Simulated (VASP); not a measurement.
# Si: single point with LDA

Si:

```
Si
1.0
     0.00000    2.76873    2.76873
     2.76873    0.00000    2.76873
     2.76873    2.76873    0.00000
Si
2
Direct
  0.50000 0.50000 0.50000
  0.75000 0.75000 0.75000
```

This cell differs from its parent crystal: volume scaled by 1.06.

```json
{
 "Program": "VASP 6.6.1",
 "Task": "single point",
 "Functional": "LDA",
 "Potentials or basis": "VASP PAW LDA potentials, release 64 (Si)",
 "Cutoff": "520 eV",
 "k mesh": "11 × 11 × 11",
 "Occupations": "fermi-dirac, width 0.08 eV",
 "Spin": "no spin polarisation",
 "Dipole correction": "no",
 "Further INCAR settings": "ALGO = Normal; EDIFF = 1e-07; NBANDS = 11"
}
```

| Property | Result |
| --- | --- |
| Pressure | -6.1 GPa |
| Band gap on the k mesh | 0.59 eV, indirect (least direct gap 2.37 eV) |

Levels at points of the mesh, in eV from the valence-band top:
```
           k point  band 1  band 2  band 3  band 4  band 5  band 6  band 7  band 8  band 9
(0.00, 0.00, 0.00)  -11.57    0.00    0.00    0.00    2.50    2.50    2.50    2.56    7.43
```

It took 14 s on 1 thread of AMD EPYC 9R14 (Zen 4), on a shared host, peak memory 0.12 GiB.

 A k mesh can miss the band edges.
